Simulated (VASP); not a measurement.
# Pd (Fm-3m) in VASP: further runs, part 2 of 2

VASP 6.6.1. The steps go on from the part before.

**4. Single point, PBE (volume scaled by 0.97)**

Contents of INCAR:

```
SYSTEM = Pd
PREC     = Accurate       ! precision mode
ENCUT    = 520            ! plane-wave cutoff, eV
EDIFF    = 1E-6           ! SCF threshold, eV
ISMEAR   = 0              ! smearing method
SIGMA    = 0.1            ! smearing width, eV
LREAL    = .False.        ! projectors in reciprocal space
LASPH    = .True.         ! aspherical terms in the spheres
NELM     = 60             ! most SCF steps
ALGO     = Fast           ! electronic algorithm
ISIF     = 2              ! what is computed and relaxed
LWAVE    = .False.        ! write WAVECAR
LCHARG   = .False.        ! write CHGCAR
GGA      = PE             ! functional
NBANDS   = 11             ! bands
```

Contents of KPOINTS:

```
regular mesh
0
Gamma
  18 18 18
  0 0 0
```

Contents of POSCAR:

```
Pd
1.0
    0.0000000000      1.9512755216      1.9512755216
    1.9512755216      0.0000000000      1.9512755216
    1.9512755216      1.9512755216      0.0000000000
Pd
1
Direct
    0.0000000000      0.0000000000      0.0000000000
```

Potentials or basis: VASP PAW PBE potentials, release 64 (Pd).

Started as:

```sh
$ cat potpaw_PBE.64/Pd/POTCAR > POTCAR
$ mpirun -np 1 vasp_std > vasp.out
```

OUTCAR:

```text
SYSTEM = Pd
   PREC = Accurate
   ENCUT = 520
   EDIFF = 1E-6
   ISMEAR = 0
   LREAL = .False.
   LASPH = .True.
   NELM = 60
   ISIF = 2
   GGA = PE

 ion  position               nearest neighbor table
   1  0.000  0.000  0.000-

  LATTYP: Found a face centered cubic cell.
 ALAT       =     3.9025510432

  Lattice vectors:

 A1 = (   0.0000000000,   1.9512755216,   1.9512755216)
 A2 = (   1.9512755216,   0.0000000000,   1.9512755216)
 A3 = (   1.9512755216,   1.9512755216,   0.0000000000)

Analysis of symmetry for initial positions (statically):
[... 510 lines left out ...]
      5       8.3269      2.00000
      6       8.8467      2.00000
      7      24.5299      0.00000
      8      27.8776      0.00000
      9      31.7816      0.00000
     10      34.1777      0.00000
     11      34.5508      0.00000

 [... further k-points ...]
[... 5 lines left out ...]
  --------------------------------------------------------------------------------------
  -------------------------------------------------------------------------------------
  Total        0.4850531      0.4850531      0.4850531      0.0000000      0.0000000     -0.0000000
  in kB       52.3014977     52.3014977     52.3014977      0.0000000      0.0000000     -0.0000000
  external PRESSURE =      52.3014977 kB  Pullay stress =       0.0000000 kB

 VOLUME and BASIS-vectors are now :
 -----------------------------------------------------------------------------
  energy-cutoff  :      520.00
  volume of cell :       14.86
      direct lattice vectors                 reciprocal lattice vectors
     0.000000000  1.951275522  1.951275522    -0.256242645  0.256242645  0.256242645
     1.951275522  0.000000000  1.951275522     0.256242645 -0.256242645  0.256242645
     1.951275522  1.951275522  0.000000000     0.256242645  0.256242645 -0.256242645

 POSITION                                       TOTAL-FORCE (eV/Angst)
 -----------------------------------------------------------------------------------
      0.00000      0.00000      0.00000         0.000000      0.000000     -0.000000
 -----------------------------------------------------------------------------------
    total drift:                               -0.000000     -0.000000     -0.000000

  FREE ENERGIE OF THE ION-ELECTRON SYSTEM (eV)
  ---------------------------------------------------
  free  energy   TOTEN  =        -5.2189441993 eV

  energy  without entropy=       -5.2071721418  energy(sigma->0) =       -5.21305817
```

stdout:

```text
POSCAR found type information on POSCAR Pd
 POSCAR found :  1 types and       1 ions
 scaLAPACK will be used
 LDA part: xc-table for (Slater+PW92), standard interpolation
 POSCAR, INCAR and KPOINTS ok, starting setup
 FFT: planning ... GRIDC
 FFT: planning ... GRID_SOFT
 FFT: planning ... GRID
 WAVECAR not read
 entering main loop
```

It took 19 s on 1 thread of AMD EPYC 9R45 (Zen 5), shared host; peak memory 0.13 GiB.

What came out:

| Item | Value |
| --- | --- |
| Free energy | -5.2189 eV |
| Pressure | 5.2 GPa |
| Band gap on the k mesh | zero (band 5 reaches 9.94 eV, above the bottom of band 6 at 8.38 eV) |

Caveat: the cell differs from its parent crystal (volume scaled by 0.97).

**5. Single point, PBE**

This run uses another cell than the first one, of 15.32 Å³/atom, 1.064 times its volume.

Contents of INCAR:

```
SYSTEM = Pd
ALGO = Normal
EDIFF = 1E-6
ENCUT = 520
GGA = PE
ISIF = 2
ISMEAR = 0
LASPH = .True.
LCHARG = .False.
LREAL = .False.
LWAVE = .False.
NBANDS = 11
NELM = 60
PREC = Accurate
SIGMA = 0.1
```

Contents of KPOINTS:

```
k-points
0
Gamma
  18 18 18
  0 0 0
```

Contents of POSCAR:

```
Pd
1.0
    0.0000000000      1.9711878716      1.9711878716
    1.9711878716      0.0000000000      1.9711878716
    1.9711878716      1.9711878716      0.0000000000
Pd
1
Direct
    0.0000000000      0.0000000000      0.0000000000
```

Potentials or basis: VASP PAW PBE potentials, release 64 (Pd).

Started as:

```sh
$ cat potpaw_PBE.64/Pd/POTCAR > POTCAR
$ mpirun -np 1 vasp_std > vasp.out
```

OUTCAR:

```text
SYSTEM = Pd
   EDIFF = 1E-6
   ENCUT = 520
   GGA = PE
   ISIF = 2
   ISMEAR = 0
   LASPH = .True.
   LREAL = .False.
   NELM = 60
   PREC = Accurate

 ion  position               nearest neighbor table
   1  0.000  0.000  0.000-

  LATTYP: Found a face centered cubic cell.
 ALAT       =     3.9423757432

  Lattice vectors:

 A1 = (   0.0000000000,   1.9711878716,   1.9711878716)
 A2 = (   1.9711878716,   0.0000000000,   1.9711878716)
[... 515 lines left out ...]
     10      33.3813      0.00000
     11      33.6900      0.00000

 [... further k-points ...]

------------------------ aborting loop because EDIFF is reached ----------------------------------------

  FORCE on cell =-STRESS in cart. coord.  units (eV):
  Direction    XX          YY          ZZ          XY          YZ          ZX
  --------------------------------------------------------------------------------------
  -------------------------------------------------------------------------------------
  Total       -0.0303851     -0.0303851     -0.0303851     -0.0000000      0.0000000      0.0000000
  in kB       -3.1780221     -3.1780221     -3.1780221     -0.0000000      0.0000000      0.0000000
  external PRESSURE =      -3.1780221 kB  Pullay stress =       0.0000000 kB

 VOLUME and BASIS-vectors are now :
 -----------------------------------------------------------------------------
  energy-cutoff  :      520.00
  volume of cell :       15.32
      direct lattice vectors                 reciprocal lattice vectors
     0.000000000  1.971187872  1.971187872    -0.253654158  0.253654158  0.253654158
     1.971187872  0.000000000  1.971187872     0.253654158 -0.253654158  0.253654158
     1.971187872  1.971187872  0.000000000     0.253654158  0.253654158 -0.253654158

 POSITION                                       TOTAL-FORCE (eV/Angst)
 -----------------------------------------------------------------------------------
      0.00000      0.00000      0.00000         0.000000      0.000000      0.000000
 -----------------------------------------------------------------------------------
    total drift:                               -0.000000      0.000000     -0.000000

  FREE ENERGIE OF THE ION-ELECTRON SYSTEM (eV)
  ---------------------------------------------------
  free  energy   TOTEN  =        -5.2259709216 eV

  energy  without entropy=       -5.2137386576  energy(sigma->0) =       -5.21985479
```

OSZICAR:

```text
N       E                     dE             d eps       ncg     rms          rms(c)
DAV:   1     0.422711864442E+02    0.42271E+02   -0.51766E+03  4306   0.853E+02
DAV:   2    -0.489343210733E+01   -0.47165E+02   -0.45641E+02  4851   0.180E+02
DAV:   3    -0.549285183815E+01   -0.59942E+00   -0.59774E+00  5130   0.214E+01
DAV:   4    -0.549570598044E+01   -0.28541E-02   -0.28538E-02  5140   0.158E+00
DAV:   5    -0.549573931280E+01   -0.33332E-04   -0.33332E-04  5689   0.152E-01    0.695E+00
DAV:   6    -0.523742865929E+01    0.25831E+00   -0.11257E+00  5253   0.852E+00    0.339E+00
DAV:   7    -0.522916221010E+01    0.82664E-02   -0.10420E-02  5469   0.755E-01    0.182E+00
DAV:   8    -0.522597006444E+01    0.31921E-02   -0.96787E-04  5261   0.229E-01    0.622E-02
DAV:   9    -0.522596713455E+01    0.29299E-05   -0.27474E-05  5572   0.451E-02    0.189E-02
DAV:  10    -0.522597131764E+01   -0.41831E-05   -0.30398E-06  5236   0.162E-02    0.440E-03
DAV:  11    -0.522597092162E+01    0.39602E-06   -0.31701E-08  3471   0.181E-03
   1 F= -.52259709E+01 E0= -.52198548E+01  d E =-.122323E-01
```

stdout:

```text
POSCAR found type information on POSCAR Pd
 POSCAR found :  1 types and       1 ions
 scaLAPACK will be used
 LDA part: xc-table for (Slater+PW92), standard interpolation
 POSCAR, INCAR and KPOINTS ok, starting setup
 FFT: planning ... GRIDC
 FFT: planning ... GRID_SOFT
 FFT: planning ... GRID
 WAVECAR not read
 entering main loop
```

It took 16 s on 1 thread of AMD EPYC 9R45 (Zen 5), shared host; peak memory 0.13 GiB.

What came out:

```
Free energy            : -5.2260 eV
Pressure               : -0.3 GPa
Band gap on the k mesh : zero (band 5 reaches 9.42 eV, above the bottom of band 6 at 7.94 eV)
```

**6. Overview**

```csv
cell,gap on the mesh (eV),pressure (GPa)
"a = 2.731 Å, angles 60.0°, 1 atom",none,11.9
"a = 2.753 Å, angles 60.0°, 1 atom",none,6.7
"a = 2.760 Å, angles 60.0°, 1 atom",none,5.2
"a = 2.788 Å, angles 60.0°, 1 atom",none,-0.3
```

Alike in all rows: task single point; level PBE; potentials or basis VASP PAW PBE potentials, release 64 (Pd); no spin polarisation; k mesh 18 × 18 × 18; cutoff (eV) 520; smearing gaussian 0.1 eV.

Absolute energies hang on the potentials; compare differences alone.
